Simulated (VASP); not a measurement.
Set up this calculation in VASP 6.6.1, as the native input.

* Task: single point
* Functional: PBEsol
* Potentials or basis: VASP PAW PBE potentials, release 64 (Zr_sv, B)
* Cutoff: 520 eV
* k mesh: 18 × 18 × 18
* Occupations: gaussian, width 0.15 eV
* Spin: no spin polarisation
* Dipole correction: no
* Further INCAR settings: ALGO = Normal; EDIFF = 1e-07; NBANDS = 14

The structure of ZrB lies in POSCAR:

```
ZrB
1.0
    0.0174375000      2.3250000000      2.3250000000
    2.3424375000      0.0000000000      2.3424375000
    2.3250000000      2.3250000000      0.0174375000
Zr B
1 1
Direct
    0.0000000000      0.0000000000      0.0000000000
    0.5000000000      0.5000000000      0.5000000000
```

This cell differs from its parent crystal: strain +0.0150 x Voigt [0, 0, 0, 0, 1, 0].

One way to write it, as run:

INCAR

```
SYSTEM = ZrB
PREC = Accurate
ENCUT = 520
EDIFF = 1E-7
ISMEAR = 0
SIGMA = 0.15
LREAL = .False.
LASPH = .True.
NELM = 80
ALGO = Normal
ISIF = 2
LWAVE = .False.
LCHARG = .False.
GGA = PS
NBANDS = 14
```

KPOINTS

```
regular mesh
0
Gamma
  18 18 18
  0 0 0
```

Potentials or basis: VASP PAW PBE potentials, release 64 (Zr_sv, B).

The run is started by

```bash
$ cat potpaw_PBE.64/Zr_sv/POTCAR potpaw_PBE.64/B/POTCAR > POTCAR
$ mpirun -np 1 vasp_std > vasp.out
```

Results of the run:

```yaml
Pressure: 29.7 GPa
Band_gap_on_the_k_mesh: zero (an odd number of electrons rules out a gap without spin polarisation)
```

Caveat: the cell differs from its parent crystal (strain +0.0150 x Voigt [0, 0, 0, 0, 1, 0]); the cell stands under pressure; the PAW data sets were made with another functional, which shifts forces and pressure a little.

Run time: 4.4 min on 1 thread of Intel(R) Xeon(R) Platinum 8375C CPU @ 2.90GHz (Ice Lake), with other jobs on the host, peak memory 0.41 GiB.
